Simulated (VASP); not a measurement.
Write the native input for VASP 6.6.1 that does the following.

```yaml
Task: single point
Functional: PBE
Potentials_or_basis: VASP PAW PBE potentials, release 64 (Y_sv)
Cutoff: 520 eV
k_mesh: 12 × 12 × 8
Occupations: gaussian, width 0.1 eV
Spin: no spin polarisation
Dipole_correction: no
Further_INCAR_settings: ALGO = Normal; EDIFF = 1e-06; NBANDS = 18
```

The structure of Y lies in POSCAR:

```
Y
1.0
    3.7429327780      0.0000000000      0.0730299847
   -1.8714663889      3.1870202176     -0.0365149924
    0.1149480000      0.0000000000      5.6730286440
Y
2
Direct
    0.3728616360      0.7457232722      0.2500000000
    0.6271383640      0.2542767278      0.7500000000
```

This cell differs from its parent crystal: strained and its atoms moved.

The input as run:

INCAR

```
SYSTEM = Y
PREC = Accurate ; ENCUT = 520
EDIFF = 1E-6 ; ISMEAR = 0
SIGMA = 0.1 ; LREAL = .False.
LASPH = .True. ; NELM = 100
ALGO = Normal ; ISIF = 2
LWAVE = .False. ; LCHARG = .False.
GGA = PE ; NBANDS = 18
```

KPOINTS

```
regular mesh
0
Gamma
  12 12 8
  0 0 0
```

Potentials or basis: VASP PAW PBE potentials, release 64 (Y_sv).

The run is started by

```console
$ cat potpaw_PBE.64/Y_sv/POTCAR > POTCAR
$ mpirun -np 1 vasp_std > vasp.out
```

Results of the run:

| Property | Result |
| --- | --- |
| Pressure | -1.2 GPa |
| Largest force | 0.691 eV/Å |
| Band gap on the k mesh | zero (band 11 reaches 3.84 eV, above the bottom of band 12 at 2.41 eV) |

Caveat: the cell differs from its parent crystal (strained and its atoms moved).

It took 5.8 min on 1 thread of Intel(R) Xeon(R) Platinum 8375C CPU @ 2.90GHz (Ice Lake), on a shared host, peak memory 0.46 GiB.
